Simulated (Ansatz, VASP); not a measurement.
## Two plane-wave programs on LiBr

```
CELL_PARAMETERS angstrom
0.00000 2.79328 2.79328
2.79328 0.00000 2.79328
2.79328 2.79328 0.00000
ATOMIC_POSITIONS crystal
Li 0.00000 0.00000 0.00000
Br 0.50000 0.50000 0.50000
```

Alike in both runs: task single point; functional r2SCAN; k mesh 6 × 6 × 6; no spin polarisation.

|  | VASP | Ansatz |
| --- | --- | --- |
| version | VASP 6.6.1 | Ansatz 0.2.0 |
| potentials or method | VASP PAW PBE potentials, release 64 (Li_sv, Br) | plane waves, PAW |
| plane-wave cutoff (eV) | 830 | 500 |
| occupations | gaussian, width 0.01 eV | fixed |
| valence electrons in the cell | 10 | 10 |

Ansatz gave:

```
gap on the k mesh at the Fermi level (eV) : 5.61
pressure (GPa)                            : -1.4
```

Problem. Which values does VASP return?

Solution. gap on the k mesh at the Fermi level (eV): 5.67; pressure (GPa): -1.7.

VASP's potentials were made for PBE, not for r2SCAN.
